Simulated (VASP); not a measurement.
Input of a VASP 6.6.1 run:

Contents of INCAR:

```
SYSTEM = Hg
PREC = Accurate
ENCUT = 520
EDIFF = 1E-6
ISMEAR = 0
SIGMA = 0.15
LREAL = .False.
LASPH = .True.
NELM = 100
ALGO = Fast
ISIF = 2
LWAVE = .False.
LCHARG = .False.
GGA = PS
IVDW = 12
NBANDS = 19
```

File KPOINTS:

```
regular mesh
0
Gamma
  18 18 10
  0 0 0
```

The input POSCAR:

```
Hg
1.0
    3.2723000000      0.0000000000      0.0000000000
   -1.6361500000      2.8338949288      0.0000000000
    0.0000000000      0.0000000000      5.7834000000
Hg
2
Direct
    0.6666666667      0.3333333333      0.7500000000
    0.3333333333      0.6666666667      0.2500000000
```

Potentials or basis: VASP PAW PBE potentials, release 64 (Hg).

Run with:

```bash
$ cat potpaw_PBE.64/Hg/POTCAR > POTCAR
$ mpirun -np 1 vasp_std > vasp.out
```

Task: Predict the pressure.

Result: -4.4 GPa.

Task: What does it give for the band gap on the k mesh?

Result: Zero (bands 12 and 13 overlap by 1.17 eV).

Task: Predict the dispersion energy per atom.

Result: -0.370 eV.

Stress tensor (GPa, compression positive):
```
-4.07  0.00  0.00
 0.00 -4.07  0.00
 0.00  0.00 -5.00
```

Caveat: the cell stands under tension; the PAW data sets were made with another functional, which shifts forces and pressure a little; spin-orbit coupling is left out, which moves the levels of the heavy elements.
